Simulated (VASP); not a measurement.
BeS:

```
Be S
1.0
     0.00000    2.53168    2.35552
     2.53168    0.00000    2.35552
     2.53168    2.53168    0.00000
Be S
1 1
Direct
  0.00000 0.00000 0.00000
  0.25000 0.25000 0.25000
```

This cell differs from its parent crystal: epitaxial xy strain +4.0%.

Base run:

```yaml
Program: VASP 6.6.1
Functional: HSE06
Potentials_or_basis: VASP PAW PBE potentials, release 64 (Be, S)
Cutoff: 520 eV
k_mesh: 6 × 6 × 6
Occupations: gaussian, width 0.01 eV
Spin: no spin polarisation
```

Its results: band gap on the k mesh 3.63 eV, indirect (least direct gap 6.32 eV); pressure -5.1 GPa.

The run is repeated on the same cell with these changes: functional from HSE06 to r2SCAN; k mesh from 6 × 6 × 6 to 10 × 10 × 10. What comes out?

Band gap on the k mesh 3.15 eV, indirect (least direct gap 5.94 eV); pressure -3.9 GPa.

Several settings changed at once, so the effect can't be laid on one alone.

Caveats: the PAW data sets were made with another functional, which shifts forces and pressure a little.

A k mesh can miss the band edges.
